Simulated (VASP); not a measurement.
The system is HgTe.

```
Hg Te
1.0
     0.00000    3.21450    3.21450
     3.21450    0.00000    3.21450
     3.21450    3.21450    0.00000
Hg Te
1 1
Direct
  0.00000 0.00000 0.00000
  0.25000 0.25000 0.25000
```

| Property | Result |
| --- | --- |
| Program | VASP 6.6.1 |
| Task | relaxation of cell and atoms |
| Functional | PBE |
| Potentials or basis | VASP PAW PBE potentials, release 64 (Hg, Te) |
| Cutoff | 600 eV |
| k mesh | 12 × 12 × 12 |
| Occupations | gaussian, width 0.1 eV |
| Spin | no spin polarisation |

At the start: pressure 4.6 GPa; volume 33.22 Å³/atom.

Q: Where does the relaxation end?

A: Over 3 steps the energy falls by 46.9 meV/atom and the volume is 36.80 Å³/atom (+10.8 %); space group F-43m (No. 216, to 0.05 Å).

The path:
| step | energy change (eV) | largest force (eV/Å) | pressure (GPa) | volume (Å³) |
| --- | --- | --- | --- | --- |
| 1 | 0.0000 | 0.0000 | 4.62 | 66.43 |
| 2 | -0.0858 | 0.0000 | -1.03 | 76.08 |
| 3 | -0.0938 | 0.0000 | 0.02 | 73.61 |

Final structure:
```cif
data_structure
_symmetry_space_group_name_H-M 'P 1'
_symmetry_Int_Tables_number 1
_cell_length_a 4.7042
_cell_length_b 4.7042
_cell_length_c 4.7042
_cell_angle_alpha 60.000
_cell_angle_beta 60.000
_cell_angle_gamma 60.000
_cell_volume 73.61
loop_
_atom_site_label
_atom_site_type_symbol
_atom_site_fract_x
_atom_site_fract_y
_atom_site_fract_z
_atom_site_occupancy
Hg1 Hg 0.00000 0.00000 0.00000 1
Te1 Te 0.25000 0.25000 0.25000 1
```

Caveat: the volume moved by +11 % from the deposited cell, more than functionals usually miss.
